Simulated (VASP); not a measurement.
# SnTe (Fm-3m) in VASP: a series of runs

The runs below take SnTe through single point, relaxation of cell and atoms, with PBEsol.

Everything below comes from runs of VASP 6.6.1. Logs are shortened: lines on timing, memory, paths and dates and some standing lists are left out, and cuts for length are marked.

## (1) The cell of the first run

The structure is cubic, space group Fm-3m (No. 225). The conventional cell has a = 6.289 Å, b = 6.289 Å, c = 6.289 Å, α = 90.00°, β = 90.00°, γ = 90.00°. Sn (site symmetry m-3m) has 6 Te at 3.14 Å within 4.1 Å. Within 4.1 Å of Te (site symmetry m-3m) lie 6 Sn at 3.14 Å.

## (2) Single point, PBEsol

Contents of INCAR:

```
SYSTEM = SnTe
ALGO = Normal ; EDIFF = 1E-7
ENCUT = 520 ; GGA = PS
ISIF = 2 ; ISMEAR = -1
LASPH = .True. ; LCHARG = .True.
LELF = .True. ; LREAL = .False.
LVHAR = .True. ; LWAVE = .False.
NBANDS = 17 ; NELM = 100
PREC = Accurate ; SIGMA = 0.05
```

Contents of KPOINTS:

```
k-points
0
Gamma
  12 12 12
  0 0 0
```

Contents of POSCAR:

```
SnTe
1.0
    0.0000000000      3.1442957932      3.1442957932
    3.1442957932      0.0000000000      3.1442957932
    3.1442957932      3.1442957932      0.0000000000
Sn Te
1 1
Direct
    0.0000000000      0.0000000000      0.0000000000
    0.5000000000      0.5000000000      0.5000000000
```

Potentials or basis: VASP PAW PBE potentials, release 64 (Sn_d, Te).

The run is started by

```console
cat potpaw_PBE.64/Sn_d/POTCAR potpaw_PBE.64/Te/POTCAR > POTCAR
mpirun -np 1 vasp_std > vasp.out
```

OUTCAR:

```text
SYSTEM = SnTe
   EDIFF = 1E-7
   ENCUT = 520
   GGA = PS
   ISIF = 2
   ISMEAR = -1
   LASPH = .True.
   LREAL = .False.
   NELM = 100
   PREC = Accurate

 ion  position               nearest neighbor table
   1  0.000  0.000  0.000-   2 3.14   2 3.14   2 3.14   2 3.14   2 3.14   2 3.14
   2  0.500  0.500  0.500-   1 3.14   1 3.14   1 3.14   1 3.14   1 3.14   1 3.14

  LATTYP: Found a face centered cubic cell.
 ALAT       =     6.2885915864

  Lattice vectors:

 A1 = (   0.0000000000,   3.1442957932,   3.1442957932)
 A2 = (   3.1442957932,   0.0000000000,   3.1442957932)
 A3 = (   3.1442957932,   3.1442957932,   0.0000000000)

Analysis of symmetry for initial positions (statically):
=====================================================================
 Subroutine PRICEL returns:
 Original cell was already a primitive cell.

 Routine SETGRP: Setting up the symmetry group for a
 face centered cubic supercell.

 Subroutine GETGRP returns: Found 48 space group operations
 (whereof 48 operations were pure point group operations)
 out of a pool of 48 trial point group operations.

The static configuration has the point symmetry O_h .

Analysis of symmetry for dynamics (positions and initial velocities):
=====================================================================
 Subroutine PRICEL returns:
 Original cell was already a primitive cell.

 Routine SETGRP: Setting up the symmetry group for a
 face centered cubic supercell.

 Subroutine GETGRP returns: Found 48 space group operations
 (whereof 48 operations were pure point group operations)
 out of a pool of 48 trial point group operations.

The dynamic configuration has the point symmetry O_h .

 Subroutine INISYM returns: Found 48 space group operations
 (whereof 48 operations are pure point group operations),
 and found     1 'primitive' translations

----------------------------------------------------------------------------------------

                                     Primitive cell

  volume of cell :      62.1728

  direct lattice vectors                    reciprocal lattice vectors
     0.000000000  3.144295793  3.144295793    -0.159018118  0.159018118  0.159018118
     3.144295793  0.000000000  3.144295793     0.159018118 -0.159018118  0.159018118
     3.144295793  3.144295793  0.000000000     0.159018118  0.159018118 -0.159018118

  length of vectors
     4.446705755  4.446705755  4.446705755     0.275427460  0.275427460  0.275427460

  position of ions in fractional coordinates (direct lattice)
     0.000000000  0.000000000  0.000000000
     0.500000000  0.500000000  0.500000000

  ion indices of the primitive-cell ions
   primitive index   ion index
                 1           1
                 2           2

----------------------------------------------------------------------------------------

 KPOINTS: k-points

Automatic generation of k-mesh.
 Grid dimensions read from file:
 generate k-points for:   12   12   12

 Generating k-lattice:

  Cartesian coordinates                     Fractional coordinates (reciprocal lattice)
    -0.013251510  0.013251510  0.013251510     0.083333333  0.000000000  0.000000000
     0.013251510 -0.013251510  0.013251510     0.000000000  0.083333333  0.000000000
     0.013251510  0.013251510 -0.013251510     0.000000000  0.000000000  0.083333333

  Length of vectors
     0.022952288  0.022952288  0.022952288

  Shift w.r.t. Gamma in fractional coordinates (k-lattice)
     0.000000000  0.000000000  0.000000000

 Subroutine IBZKPT returns following result:
 ===========================================

 Found     72 irreducible k-points:

 Following reciprocal coordinates:
            Coordinates               Weight
  0.000000  0.000000  0.000000      1.000000
  0.083333  0.000000  0.000000      8.000000
  0.166667  0.000000  0.000000      8.000000
  0.250000  0.000000  0.000000      8.000000
  0.333333  0.000000  0.000000      8.000000
  0.416667  0.000000  0.000000      8.000000
[... 16 lines left out ...]
  0.500000  0.166667  0.000000     24.000000
 -0.416667  0.166667  0.000000     24.000000
 [... further k-points ...]
   k-points           NKPTS =     72   k-points in BZ     NKDIM =     72   number of bands    NBANDS=     17
   number of dos      NEDOS =    301   number of ions     NIONS =      2
   total plane-waves  NPLWV =  46656
   dimension x,y,z NGX =    36 NGY =   36 NGZ =   36
   dimension x,y,z NGXF=    72 NGYF=   72 NGZF=   72
   ions per type =               1   1
   NGX,Y,Z   is equivalent  to a cutoff of  13.46, 13.46, 13.46 a.u.
   NGXF,Y,Z  is equivalent  to a cutoff of  26.92, 26.92, 26.92 a.u.
 SYSTEM =  SnTe
   PREC   = accura    normal or accurate (medium, high low for compatibility)
   ISTART =      0    job   : 0-new  1-cont  2-samecut
   ICHARG =      2    charge: 1-file 2-atom 10-const
   ISPIN  =      1    spin polarized calculation?
   LNONCOLLINEAR =      F non collinear calculations
   LSORBIT =      F    spin-orbit coupling
   LASPH  =      T    aspherical Exc in radial PAW
   ENCUT  =  520.0 eV  38.22 Ry    6.18 a.u.   8.27  8.27  8.27*2*pi/ulx,y,z
   NELM   =    100;   NELMIN=  2; NELMDL= -5     # of ELM steps
   EDIFF  = 0.1E-06   stopping-criterion for ELM
   LREAL  =      F    real-space projection
   EDIFFG = 0.1E-05   stopping-criterion for IOM
   NSW    =      0    number of steps for IOM
   IBRION =     -1    ionic relax: 0-MD 1-quasi-New 2-CG
   NFREE  =      0    steps in history (QN), initial steepest desc. (CG)
   ISIF   =      2    stress and relaxation
   ISYM   =      2    0-nonsym 1-usesym 2-fastsym
   POTIM  = 0.5000    time-step for ionic-motion
   TEBEG  =    0.0;   TEEND  =   0.0 temperature during run
   PSTRESS=    0.0 pullay stress
   NELECT =      20.0000    total number of electrons
   NUPDOWN=      -1.0000    fix difference up-down
   EMIN   =  10.00;   EMAX   =-10.00  energy-range for DOS
   EFERMI =   0.00;   METHOD = LEGACY
   ISMEAR =    -1;   SIGMA  =   0.05  broadening in eV -4-tet -1-fermi 0-gaus
   EFERMI_NEDOS =   21; number of points for ismear=-14 and -15
   IALGO  =     38    algorithm
   IMIX   =      4    mixing-type and parameters
     AMIX     =   0.40;   BMIX     =  1.00
     AMIX_MAG =   1.60;   BMIX_MAG =  1.00
  volume/ion in A,a.u.               =      31.09       209.78
  Fermi-wavevector in a.u.,A,eV,Ry     =   1.121721  2.119745 17.119633  1.258258
  Thomas-Fermi vector in A             =   2.258376
   LORBIT       =      0    0 simple, 1 ext, 2 COOP (PROOUT), +10 PAW based schemes
   GGA     = PS    functional components
   LHFCALC =     F    Hartree Fock is set to
   AEXX    =    0.0000 exact exchange contribution
   IVDW    =     0    specifies the selected vdW correction
   LEPSILON=     F    determine dielectric tensor
   LRPA    =     F    only Hartree local field effects (RPA)
 non-spin polarized calculation
  energy-cutoff  :      520.00
  volume of cell :       62.17
 maximum number of plane-waves:      1700
 NGX is ok and might be reduce to    36
   NGX = 17   NGY = 17   NGZ = 17

 number of electron      19.9999998 magnetization

 Free energy of the ion-electron system (eV)
  ---------------------------------------------------
  ext. energy  EPLUGINS =         0.00000000
  ---------------------------------------------------
  free energy    TOTEN  =        -8.33930094 eV

  energy without entropy =       -8.33895279  energy(sigma->0) =       -8.33912687

 E-fermi :   6.8978     XC(G=0):  -9.6802

 val. band max:        6.8285815053   @ k =   0.5000   0.0000   0.0000
 cond. band min:       6.9892122614   @ k =   0.5000   0.0000   0.0000
 fundamental gap:      0.1606307561
 Fermi energy:         6.8978438534

 k-point     1 :       0.0000    0.0000    0.0000
  band No.  band energies     occupation
      1     -14.9002      2.00000
      2     -14.9002      2.00000
      3     -14.8930      2.00000
      4     -14.8930      2.00000
      5     -14.8930      2.00000
      6      -5.9831      2.00000
[... 9 lines left out ...]
     16      11.5876      0.00000
     17      13.5546      0.00000

 k-point     2 :       0.0833    0.0000    0.0000
  band No.  band energies     occupation
      1     -14.9005      2.00000
      2     -14.9005      2.00000
      3     -14.8929      2.00000
      4     -14.8926      2.00000
      5     -14.8926      2.00000
      6      -5.9235      2.00000
[... 9 lines left out ...]
     16      11.7367      0.00000
     17      14.0982      0.00000

 k-point     3 :       0.1667    0.0000    0.0000
  band No.  band energies     occupation
      1     -14.9014      2.00000
      2     -14.9014      2.00000
      3     -14.8926      2.00000
      4     -14.8914      2.00000
      5     -14.8914      2.00000
      6      -5.7488      2.00000
[... 9 lines left out ...]
     16      12.1520      0.00000
     17      15.3176      0.00000

 k-point     4 :       0.2500    0.0000    0.0000
  band No.  band energies     occupation
      1     -14.9027      2.00000
      2     -14.9027      2.00000
      3     -14.8922      2.00000
      4     -14.8896      2.00000
      5     -14.8896      2.00000
      6      -5.4745      2.00000
[... 9 lines left out ...]
     16      12.8093      0.00000
     17      16.7131      0.00000

 k-point     5 :       0.3333    0.0000    0.0000
  band No.  band energies     occupation
      1     -14.9042      2.00000
      2     -14.9042      2.00000
      3     -14.8918      2.00000
      4     -14.8877      2.00000
      5     -14.8877      2.00000
      6      -5.1373      2.00000
[... 9 lines left out ...]
     16      13.6867      0.00000
     17      17.5331      0.00000

 k-point     6 :       0.4167    0.0000    0.0000
  band No.  band energies     occupation
      1     -14.9053      2.00000
      2     -14.9053      2.00000
      3     -14.8915      2.00000
      4     -14.8862      2.00000
      5     -14.8862      2.00000
      6      -4.8211      2.00000
[... 9 lines left out ...]
     16      14.7524      0.00000
     17      16.5708      0.00000

 k-point     7 :       0.5000    0.0000    0.0000
  band No.  band energies     occupation
      1     -14.9057      2.00000
      2     -14.9057      2.00000
      3     -14.8914      2.00000
      4     -14.8857      2.00000
      5     -14.8857      2.00000
      6      -4.6802      2.00000
[... 9 lines left out ...]
     16      15.7267      0.00000
     17      15.7267      0.00000

 k-point     8 :       0.0833    0.0833    0.0000
  band No.  band energies     occupation
      1     -14.9013      2.00000
      2     -14.8999      2.00000
      3     -14.8933      2.00000
      4     -14.8923      2.00000
      5     -14.8923      2.00000
      6      -5.9037      2.00000
[... 9 lines left out ...]
     16      12.0006      0.00000
     17      13.8262      0.00000
[... 203 lines left out ...]
      1     -14.9042      2.00000
      2     -14.8990      2.00000
      3     -14.8940      2.00000
      4     -14.8903      2.00000
      5     -14.8903      2.00000
      6      -5.6721      2.00000
[... 9 lines left out ...]
     16      13.0358      0.00000
     17      14.0682      0.00000

 k-point    20 :       0.2500    0.1667    0.0000
  band No.  band energies     occupation
      1     -14.9062      2.00000
      2     -14.8990      2.00000
      3     -14.8942      2.00000
      4     -14.8890      2.00000
      5     -14.8887      2.00000
      6      -5.4709      2.00000
[... 9 lines left out ...]
     16      13.7056      0.00000
     17      14.7188      0.00000

 k-point    21 :       0.3333    0.1667    0.0000
  band No.  band energies     occupation
      1     -14.9078      2.00000
      2     -14.8999      2.00000
      3     -14.8936      2.00000
      4     -14.8878      2.00000
      5     -14.8868      2.00000
      6      -5.1867      2.00000
[... 9 lines left out ...]
     16      14.5429      0.00000
     17      15.9638      0.00000

 k-point    22 :       0.4167    0.1667    0.0000
  band No.  band energies     occupation
      1     -14.9087      2.00000
      2     -14.9014      2.00000
      3     -14.8924      2.00000
      4     -14.8870      2.00000
      5     -14.8854      2.00000
      6      -4.8694      2.00000
[... 9 lines left out ...]
     16      15.5551      0.00000
     17      16.4373      0.00000

 k-point    23 :       0.5000    0.1667    0.0000
  band No.  band energies     occupation
      1     -14.9086      2.00000
      2     -14.9029      2.00000
      3     -14.8912      2.00000
      4     -14.8867      2.00000
      5     -14.8849      2.00000
      6      -4.6199      2.00000
[... 9 lines left out ...]
     16      15.8079      0.00000
     17      16.3183      0.00000

 k-point    24 :      -0.4167    0.1667    0.0000
  band No.  band energies     occupation
      1     -14.9076      2.00000
      2     -14.9040      2.00000
      3     -14.8903      2.00000
      4     -14.8868      2.00000
      5     -14.8854      2.00000
      6      -4.5768      2.00000
[... 9 lines left out ...]
     16      14.6269      0.00000
     17      17.2105      0.00000

 [... further k-points ...]

------------------------ aborting loop because EDIFF is reached ----------------------------------------

  FORCE on cell =-STRESS in cart. coord.  units (eV):
  Direction    XX          YY          ZZ          XY          YZ          ZX
  --------------------------------------------------------------------------------------
  -------------------------------------------------------------------------------------
  Total        0.0017225      0.0017225      0.0017225      0.0000000      0.0000000      0.0000000
  in kB        0.0443896      0.0443896      0.0443896      0.0000000      0.0000000      0.0000000
  external PRESSURE =       0.0443896 kB  Pullay stress =       0.0000000 kB

 VOLUME and BASIS-vectors are now :
 -----------------------------------------------------------------------------
  energy-cutoff  :      520.00
  volume of cell :       62.17
      direct lattice vectors                 reciprocal lattice vectors
     0.000000000  3.144295793  3.144295793    -0.159018118  0.159018118  0.159018118
     3.144295793  0.000000000  3.144295793     0.159018118 -0.159018118  0.159018118
     3.144295793  3.144295793  0.000000000     0.159018118  0.159018118 -0.159018118

 POSITION                                       TOTAL-FORCE (eV/Angst)
 -----------------------------------------------------------------------------------
      0.00000      0.00000      0.00000        -0.000000     -0.000000      0.000000
      3.14430      3.14430      3.14430         0.000000      0.000000     -0.000000
 -----------------------------------------------------------------------------------
    total drift:                               -0.000000      0.000000      0.000000

  FREE ENERGIE OF THE ION-ELECTRON SYSTEM (eV)
  ---------------------------------------------------
  free  energy   TOTEN  =        -8.3393009430 eV

  energy  without entropy=       -8.3389527943  energy(sigma->0) =       -8.33912687
```

Wall time 36 s (1 thread of Intel Xeon 6975P-C (Granite Rapids), shared host); peak memory 0.24 GiB.

Results:

* Free energy: -8.3393 eV
* Pressure: 0.0 GPa
* Band gap on the k mesh: 0.16 eV

Levels at points of the mesh, in eV from the valence-band top:
| k point | band 8 | band 9 | band 10 | band 11 | band 12 | band 13 |
| --- | --- | --- | --- | --- | --- | --- |
| (0.00, 0.00, 0.00) | -2.09 | -2.09 | -2.09 | 3.40 | 3.40 | 3.40 |
| (0.50, 0.00, 0.00) | -1.76 | -1.76 | 0.00 | 0.16 | 0.39 | 0.39 |
| (0.50, 0.50, 0.00) | -5.59 | -3.72 | -3.72 | 2.13 | 5.00 | 5.00 |

Caveat: the PAW data sets were made with another functional, which shifts forces and pressure a little; spin-orbit coupling is left out, which moves the levels of the heavy elements.

[end of part 1 of 2]
